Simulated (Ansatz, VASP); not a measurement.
Two plane-wave programs on Nb

```
CELL_PARAMETERS angstrom
0.00000 2.11500 2.11500
2.22075 0.00000 2.11500
2.22075 2.11500 0.00000
ATOMIC_POSITIONS crystal
Nb 0.00000 0.00000 0.00000
```

Change from the starting cell: strain +0.0500 x Voigt [1, 0, 0, 0, 0, 0], atoms carried along.

Alike in both runs: task single point; functional PBEsol; k mesh 20 × 20 × 20; occupations gaussian, width 0.15 eV; no spin polarisation.

|  | VASP | Ansatz |
| --- | --- | --- |
| version | VASP 6.6.1 | Ansatz 0.2.0 |
| potentials or method | VASP PAW PBE potentials, release 64 (Nb_sv), cutoff 500 eV | scalar-relativistic, plane waves, PAW |
| valence electrons in the cell | 13 | 13 |

Ansatz gave:

```
gap on the k mesh at the Fermi level (eV)                     : none
pressure (GPa)                                                : -13.9
traceless stress, the component that is largest in VASP (GPa) : 6.01
```

Task: What did VASP give for the same quantities?

Result: gap on the k mesh at the Fermi level (eV): none; pressure (GPa): -14.2; traceless stress, the component that is largest in VASP (GPa): 5.97.

VASP's potentials were made for PBE, not for PBEsol. A gap of «none» marks a metal or a gap that the smearing closes.
